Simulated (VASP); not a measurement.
Pd:

```
Pd
1.0
     0.00000    2.67500    2.67500
     2.67500    0.00000    2.67500
     2.67500    2.67500    0.00000
Pd
2
Direct
  0.00000 0.00000 0.00000
  0.25000 0.25000 0.25000
```

| Property | Result |
| --- | --- |
| Program | VASP 6.6.1 |
| Task | relaxation of cell and atoms |
| Functional | LDA |
| Potentials or basis | VASP PAW LDA potentials, release 64 (Pd) |
| Cutoff | 500 eV |
| k mesh | 6 × 6 × 6 |
| Occupations | fermi-dirac, width 0.1 eV |
| Spin | no spin polarisation |

At the start: pressure 19.7 GPa; volume 19.14 Å³/atom.

Task: Where does the relaxation end?

Result: Over 4 steps the energy falls by 156.0 meV/atom and the volume is 22.10 Å³/atom (+15.5 %); space group Fd-3m (No. 227, to 0.05 Å).

The path:
```
step  energy change (eV)  largest force (eV/Å)  pressure (GPa)  volume (Å³)
   1              0.0000                0.0000           19.69        38.28
   2              0.0397                0.0000          -10.77        52.85
   3             -0.3117                0.0000           -0.50        44.39
   4             -0.3120                0.0000           -0.09        44.20
```

Final structure:
```
Pd
1.0
     0.00000    2.80632    2.80632
     2.80632    0.00000    2.80632
     2.80632    2.80632    0.00000
Pd
2
Direct
  0.00000 0.00000 0.00000
  0.25000 0.25000 0.25000
```

Caveat: the volume moved by over 15 % at a fixed basis, so the end points are rough.
